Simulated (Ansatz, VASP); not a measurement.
## Al30Si in VASP and in Ansatz

```
Al Si
1.0
     8.10000    0.00000    0.00000
     0.00000    8.10000    0.00000
     0.00000    0.00000    8.10000
Al Si
30 1
Direct
  0.50034 0.00126 0.00195
  0.75009 0.24884 0.00253
  0.99966 0.00119 0.00191
  0.25002 0.25032 0.00110
  0.49901 0.50059 0.00110
  0.75002 0.75236 0.00045
  0.24990 0.00093 0.25047
  0.49996 0.24967 0.25018
  0.74985 0.50134 0.25235
  0.50587 0.99803 0.49914
  0.74990 0.25054 0.49870
  0.74995 0.99899 0.75039
  0.00110 0.50051 0.00090
  0.25007 0.75057 0.00097
  0.99984 0.24968 0.24996
  0.24998 0.50081 0.25010
  0.50624 0.75278 0.25329
  0.99404 0.99822 0.49912
  0.24996 0.25073 0.50091
  0.50165 0.50323 0.50055
  0.25006 0.00124 0.75103
  0.49932 0.25043 0.75077
  0.75008 0.50286 0.74845
  0.99354 0.75275 0.25313
  0.99814 0.50312 0.50028
  0.24994 0.75093 0.50050
  0.00087 0.25058 0.75073
  0.24982 0.50122 0.75008
  0.50141 0.75101 0.74833
  0.99861 0.75101 0.74827
  0.74972 0.00116 0.25068
```

Alike in both runs: functional PBE; dispersion D3(BJ); k mesh 3 × 3 × 3; occupations gaussian, width 0.15 eV; no spin polarisation.

Ansatz relaxed the structure, and its values are those at the end. VASP's run is a single point on that final structure, the one shown.

|  | VASP | Ansatz |
| --- | --- | --- |
| version | VASP 6.6.1 | Ansatz 0.2.0 |
| potentials or method | VASP PAW PBE potentials, release 64 (Al, Si), cutoff 520 eV | scalar-relativistic, plane waves, PAW |
| valence electrons in the cell | 94 | 94 |

```tsv
	VASP	Ansatz	Ansatz less VASP
rms of the force components (eV/Å)	0.005	0.004	-0.0011
```
